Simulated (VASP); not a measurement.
# Ba (Immm) in VASP: a series of runs, part 2 of 2

VASP 6.6.1. The steps go on from the part before.

### 4 Single point, LDA (strain +0.0175 x Voigt [0, 0, 0, 0, 1, 0])

INCAR reads:

```
SYSTEM = Ba
PREC = Accurate
ENCUT = 520
EDIFF = 1E-7
ISMEAR = 0
SIGMA = 0.15
LREAL = .False.
LASPH = .True.
NELM = 60
ALGO = Fast
ISIF = 2
LWAVE = .False.
LCHARG = .False.
NBANDS = 11
```

KPOINTS reads:

```
regular mesh
0
Gamma
  14 14 14
  0 0 0
```

POSCAR reads:

```
Ba
1.0
    0.0282858188      3.2326650028      3.2326650028
    3.2609508216      0.0000000000      3.2609508216
    3.2326650028      3.2326650028      0.0282858188
Ba
1
Direct
    0.0000000000      0.0000000000      0.0000000000
```

Potentials or basis: VASP PAW LDA potentials, release 64 (Ba_sv).

Command:

```console
$ cat potpaw_LDA.64/Ba_sv/POTCAR > POTCAR
$ mpirun -np 1 vasp_std > vasp.out
```

OUTCAR:

```text
SYSTEM = Ba
   PREC = Accurate
   ENCUT = 520
   EDIFF = 1E-7
   ISMEAR = 0
   LREAL = .False.
   LASPH = .True.
   NELM = 60
   ISIF = 2

 ion  position               nearest neighbor table
   1  0.000  0.000  0.000-

  LATTYP: Found a body centered orthorhombic cell.
 ALAT       =     4.5316765010
 B/A-ratio  =     1.0176544767
 C/A-ratio  =     1.4266971626

  Lattice vectors:

 A1 = (   0.0282858188,  -3.2326650028,   3.2326650028)
 A2 = (  -0.0282858188,  -3.2326650028,  -3.2326650028)
 A3 = (   3.2326650028,   3.2326650028,   0.0282858188)

Analysis of symmetry for initial positions (statically):
=====================================================================
 Subroutine PRICEL returns:
 Original cell was already a primitive cell.

 Routine SETGRP: Setting up the symmetry group for a
 body centered orthorhombic supercell.

 Subroutine GETGRP returns: Found  8 space group operations
 (whereof  8 operations were pure point group operations)
 out of a pool of  8 trial point group operations.

The static configuration has the point symmetry D_2h.

Analysis of symmetry for dynamics (positions and initial velocities):
=====================================================================
 Subroutine PRICEL returns:
 Original cell was already a primitive cell.

 Routine SETGRP: Setting up the symmetry group for a
 body centered orthorhombic supercell.

 Subroutine GETGRP returns: Found  8 space group operations
 (whereof  8 operations were pure point group operations)
 out of a pool of  8 trial point group operations.

The dynamic configuration has the point symmetry D_2h.

 Subroutine INISYM returns: Found  8 space group operations
 (whereof  8 operations are pure point group operations),
 and found     1 'primitive' translations

----------------------------------------------------------------------------------------

                                     Primitive cell

  volume of cell :      67.5583
[... 113 lines left out ...]
   LHFCALC =     F    Hartree Fock is set to
   AEXX    =    0.0000 exact exchange contribution
   IVDW    =     0    specifies the selected vdW correction
   LEPSILON=     F    determine dielectric tensor
   LRPA    =     F    only Hartree local field effects (RPA)
 non-spin polarized calculation
 RMM-DIIS sequential band-by-band and
 Gauss-broadening in eV      SIGMA  =   0.15
  energy-cutoff  :      520.00
  volume of cell :       67.56
 maximum number of plane-waves:      1842
 NGX is ok and might be reduce to    36
   NGX = 17   NGY = 17   NGZ = 17

 number of electron      10.0000000 magnetization

 Free energy of the ion-electron system (eV)
  ---------------------------------------------------
  ext. energy  EPLUGINS =         0.00000000
  ---------------------------------------------------
  free energy    TOTEN  =        -2.16980807 eV

  energy without entropy =       -2.15098003  energy(sigma->0) =       -2.16039405

 E-fermi :   1.2553     XC(G=0):  -7.3895

 val. band max:        1.2526861020   @ k =   0.5000  -0.2143   0.2143
 cond. band min:       1.2562544827   @ k =   0.5000  -0.2143   0.1429
 fundamental gap:      0.0035683808
 Fermi energy:         1.2552695578

 k-point     1 :       0.0000    0.0000    0.0000
  band No.  band energies     occupation
      1     -27.7129      2.00000
      2     -12.7188      2.00000
      3     -12.7145      2.00000
      4     -12.7094      2.00000
      5      -1.5080      2.00000
      6       2.8172      0.00000
      7       2.8811      0.00000
      8       2.9536      0.00000
      9       4.3221      0.00000
     10       4.3224      0.00000
     11       7.1377      0.00000
[... 309 lines left out ...]
 k-point    24 :       0.0714    0.1429    0.0000
  band No.  band energies     occupation
      1     -27.7079      2.00000
      2     -12.7748      2.00000
      3     -12.7297      2.00000
      4     -12.7228      2.00000
      5      -1.2089      2.00000
      6       2.5151      0.00000
      7       3.0141      0.00000
      8       3.0799      0.00000
      9       3.9505      0.00000
     10       4.3847      0.00000
     11       7.8152      0.00000

 [... further k-points ...]

------------------------ aborting loop because EDIFF is reached ----------------------------------------

  FORCE on cell =-STRESS in cart. coord.  units (eV):
  Direction    XX          YY          ZZ          XY          YZ          ZX
  --------------------------------------------------------------------------------------
  -------------------------------------------------------------------------------------
  Total       -0.6610170     -0.6638261     -0.6610170     -0.0000000     -0.0000000     -0.0576739
  in kB      -15.6763287    -15.7429490    -15.6763287     -0.0000000     -0.0000000     -1.3677625
  external PRESSURE =     -15.6985355 kB  Pullay stress =       0.0000000 kB

 VOLUME and BASIS-vectors are now :
 -----------------------------------------------------------------------------
  energy-cutoff  :      520.00
  volume of cell :       67.56
      direct lattice vectors                 reciprocal lattice vectors
     0.028285819  3.232665003  3.232665003    -0.156036465  0.154671146  0.156036465
     3.260950822  0.000000000  3.260950822     0.153329513 -0.154671146  0.153329513
     3.232665003  3.232665003  0.028285819     0.156036465  0.154671146 -0.156036465

 POSITION                                       TOTAL-FORCE (eV/Angst)
 -----------------------------------------------------------------------------------
      0.00000      0.00000      0.00000         0.000000      0.000000      0.000000
 -----------------------------------------------------------------------------------
    total drift:                               -0.000000     -0.000000     -0.000000

  FREE ENERGIE OF THE ION-ELECTRON SYSTEM (eV)
  ---------------------------------------------------
  free  energy   TOTEN  =        -2.1698080690 eV

  energy  without entropy=       -2.1509800320  energy(sigma->0) =       -2.16039405
```

It took 3.3 min on 1 thread of Oxide Virtual Turin-like, shared host; peak memory 0.39 GiB.

Results:

```yaml
Free_energy: -2.1698 eV
Pressure: -1.6 GPa
Band_gap_on_the_k_mesh: zero (bands 5 and 6 overlap by 0.25 eV)
```

Levels at points of the mesh, in eV from the Fermi level:
| k point | band 1 | band 2 | band 3 | band 4 | band 5 | band 6 | band 7 | band 8 | band 9 | band 10 |
| --- | --- | --- | --- | --- | --- | --- | --- | --- | --- | --- |
| (0.00, 0.00, 0.00) | -28.97 | -13.97 | -13.97 | -13.96 | -2.76 | 1.56 | 1.63 | 1.70 | 3.07 | 3.07 |
| (0.50, 0.00, 0.00) | -28.94 | -14.35 | -14.02 | -14.02 | -0.96 | 0.97 | 1.44 | 1.54 | 4.14 | 4.22 |
| (0.00, 0.50, 0.00) | -28.94 | -14.34 | -14.02 | -14.01 | -0.98 | 0.90 | 1.47 | 1.57 | 4.11 | 4.20 |
| (0.50, 0.50, 0.00) | -28.93 | -14.32 | -14.10 | -14.10 | -0.75 | -0.15 | 1.85 | 4.17 | 4.50 | 4.51 |
| (0.50, 0.00, 0.50) | -28.93 | -14.32 | -14.11 | -14.10 | -0.75 | -0.15 | 1.85 | 4.18 | 4.50 | 4.51 |

Caveat: the cell differs from its parent crystal (strain +0.0175 x Voigt [0, 0, 0, 0, 1, 0]); spin-orbit coupling is left out, which moves the levels of the heavy elements.

### 5 Summary

| cell | gap on the mesh (eV) | pressure (GPa) |
| --- | --- | --- |
| a = 4.572, b = 4.549 Å, angles 60.2, 60.3, 60.2°, 1 atom | none | -1.6 |
| a = 4.572, b = 4.583 Å, angles 59.9, 59.8, 59.9°, 1 atom | none | -1.6 |
| a = 4.572, b = 4.612 Å, angles 59.7, 59.4, 59.7°, 1 atom | none | -1.6 |

Alike in all rows: task single point; level LDA; potentials or basis VASP PAW LDA potentials, release 64 (Ba_sv); no spin polarisation; k mesh 14 × 14 × 14; cutoff (eV) 520; smearing gaussian 0.15 eV.

Caveats: spin-orbit coupling is left out, which moves the levels of the heavy elements.

Total energies depend on the potentials used, so only differences within one code and one set of settings carry meaning.
